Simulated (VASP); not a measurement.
Runs of VASP 6.6.1 on Pt. The structure is that of space group P6_3/mmc (No. 194), or close to it. The cells are those of the table. 

```csv
task,level,cell,k mesh,cutoff (eV),smearing,gap on the mesh (eV),pressure (GPa)
relaxation of shape and atoms at fixed volume,PBEsol,"relaxed from a = 2.757, b = 2.757, c = 4.702 Å, angles 90.0, 90.0, 120.0°, 2 atoms",18 × 18 × 10,600,fermi-dirac 0.15 eV,none,-5.5
single point,PBEsol,"a = 2.744, b = 2.744, c = 5.050 Å, angles 90.0, 90.0, 120.0°, 2 atoms",15 × 15 × 8,520,gaussian 0.1 eV,none,(a)
single point,PBEsol,"a = 2.739, b = 2.739, c = 4.671 Å, angles 90.0, 90.0, 120.0°, 2 atoms",18 × 18 × 10,520,fermi-dirac 0.15 eV,none,(b)
single point,PBEsol,"a = 2.722, b = 2.722, c = 4.634 Å, angles 90.0, 90.0, 120.0°, 2 atoms",18 × 18 × 10,520,fermi-dirac 0.15 eV,none,5.5
single point,PBEsol,"a = 2.725, b = 2.725, c = 4.707 Å, angles 90.0, 90.0, 120.0°, 2 atoms",24 × 24 × 14,520,gaussian 0.15 eV,none,-0.3
single point,r2SCAN,"a = 2.813, b = 2.813, c = 5.314 Å, angles 90.0, 90.0, 120.0°, 2 atoms",18 × 18 × 10,520,gaussian 0.1 eV,none,-25.2
relaxation of cell and atoms,PBEsol,"relaxed from a = 2.726, b = 2.726, c = 4.709 Å, angles 90.0, 90.0, 120.0°, 2 atoms",18 × 18 × 10,600,gaussian 0.1 eV,none,0.0
```

Alike in all rows: potentials or basis VASP PAW PBE potentials, release 64 (Pt); no spin polarisation.

Problem. Fill in the values left out.

Solution. (a) -17.1; (b) -0.4.

Caveats: the PAW data sets were made with another functional, which shifts forces and pressure a little; spin-orbit coupling is left out, which moves the levels of the heavy elements.

A k mesh can miss the band edges, and the runs leave out spin-orbit coupling on Pt.

A gap of «none» marks levels without a gap at the run's occupations.
